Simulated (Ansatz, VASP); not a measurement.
## InP, level by level in two programs

```
CELL_PARAMETERS angstrom
0.00000 2.89089 2.89089
2.89089 0.00000 2.89089
2.89089 2.89089 0.00000
ATOMIC_POSITIONS crystal
In 0.00000 0.00000 0.00000
P 0.75000 0.75000 0.75000
```

Single points on this cell with VASP 6.6.1 and Ansatz 0.2.0. Each row is one pair of runs. Alike in all rows: spin: off; smearing: fermi-dirac, width 0.05 eV.

| level | k mesh | VASP's potentials, cutoff | Ansatz's potentials, cutoff | gap on the k mesh at the Fermi level (eV), VASP | gap on the k mesh at the Fermi level (eV), Ansatz | least direct gap on the mesh (eV), VASP | least direct gap on the mesh (eV), Ansatz | pressure (GPa), VASP | pressure (GPa), Ansatz |
| --- | --- | --- | --- | --- | --- | --- | --- | --- | --- |
| b88 exchange, pbe correlation | 8 × 8 × 8 | VASP PAW PBE potentials, release 64 (In_d, P), 500 eV | Ansatz PAW, 420 eV | 0.91 | 0.92 | 0.91 | 0.92 | 6.5 | 6.6 |
| PBE0 | 4 × 4 × 4 | VASP PAW PBE potentials, release 64 (In_d, P), 520 eV | Ansatz PAW, 420 eV | 2.50 | 2.46 | 2.50 | 2.46 | 4.6 | 5.0 |
| HSE06 | 4 × 4 × 4 | VASP PAW PBE potentials, release 64 (In_d, P), 520 eV | Ansatz PAW, 420 eV | 1.78 | 1.78 | 1.78 | 1.78 | 4.9 | 5.2 |
| r2SCAN | 8 × 8 × 8 | VASP PAW PBE potentials, release 64 (In_d, P), 520 eV | Ansatz PAW, 500 eV | ? | 1.40 | ? | 1.40 | ? | 5.1 |

**Question.** Fill in what VASP gave in row 4.

**Answer.** gap on the k mesh at the Fermi level (eV): 1.41; least direct gap on the mesh (eV): 1.41; pressure (GPa): 4.9.

The k mesh is coarse in some rows, so the values compare programs but aren't converged.
